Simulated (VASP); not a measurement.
Set up this calculation in VASP 6.6.1, as the native input.

```yaml
Task: single point
Functional: r2SCAN
Potentials_or_basis: VASP PAW PBE potentials, release 64 (Al)
Cutoff: 520 eV
k_mesh: 30 × 30 × 14
Occupations: gaussian, width 0.15 eV
Spin: no spin polarisation
Dipole_correction: no
Further_INCAR_settings: ALGO = Normal; EDIFF = 1e-07; NBANDS = 10
```

The system is Al.

```
CELL_PARAMETERS angstrom
2.72028 0.00000 0.00000
-1.36014 2.35583 0.00000
0.00000 0.00000 4.99669
ATOMIC_POSITIONS crystal
Al 0.66667 0.33333 0.75000
Al 0.33333 0.66667 0.25000
```

This isn't the form of Al at room conditions, which is fcc.

This cell differs from its parent crystal: ratio of the length along z to the lengths across it x 1.1, volume and fractional coordinates fixed.

One way to write it, as run:

POSCAR

```
Al
1.0
    2.7202755839      0.0000000000      0.0000000000
   -1.3601377919      2.3558277609      0.0000000000
    0.0000000000      0.0000000000      4.9966947865
Al
2
Direct
    0.6666666667      0.3333333333      0.7500000000
    0.3333333333      0.6666666667      0.2500000000
```

INCAR.step1

```
SYSTEM = Al
PREC = Accurate
ENCUT = 520
ISMEAR = 0
SIGMA = 0.15
LREAL = .FALSE.
LASPH = .TRUE.
NELM = 60
NBANDS = 10
GGA = PE
ALGO = Normal
EDIFF = 1E-4
LWAVE = .TRUE.
LCHARG = .FALSE.
```

INCAR.step2

```
SYSTEM = Al
PREC = Accurate
ENCUT = 520
EDIFF = 1E-7
ISMEAR = 0
SIGMA = 0.15
LREAL = .FALSE.
LASPH = .TRUE.
NELM = 60
ALGO = Normal
ISIF = 2
LWAVE = .FALSE.
LCHARG = .FALSE.
METAGGA = R2SCAN
LMIXTAU = .TRUE.
NBANDS = 10
ISTART = 1
```

KPOINTS

```
Automatic mesh
0
G
  30 30 14
  0 0 0
```

Potentials or basis: VASP PAW PBE potentials, release 64 (Al).

Command:

```sh
$ cat potpaw_PBE.64/Al/POTCAR > POTCAR
$ cp INCAR.step1 INCAR
$ mpirun -np 1 vasp_std > vasp.out
$ cp INCAR.step2 INCAR
$ mpirun -np 1 vasp_std > vasp.out
```

Results of the run:

```
Pressure               : 1.4 GPa
Band gap on the k mesh : zero (bands 3 and 4 overlap by 6.40 eV)
```

Caveat: the stress differs along the axes, from -5 to 5 GPa; the PAW data sets were made with another functional, which shifts forces and pressure a little.

Run time: 14 min on 1 thread of Intel Xeon 8259CL (shared host), peak memory 0.3 GiB.
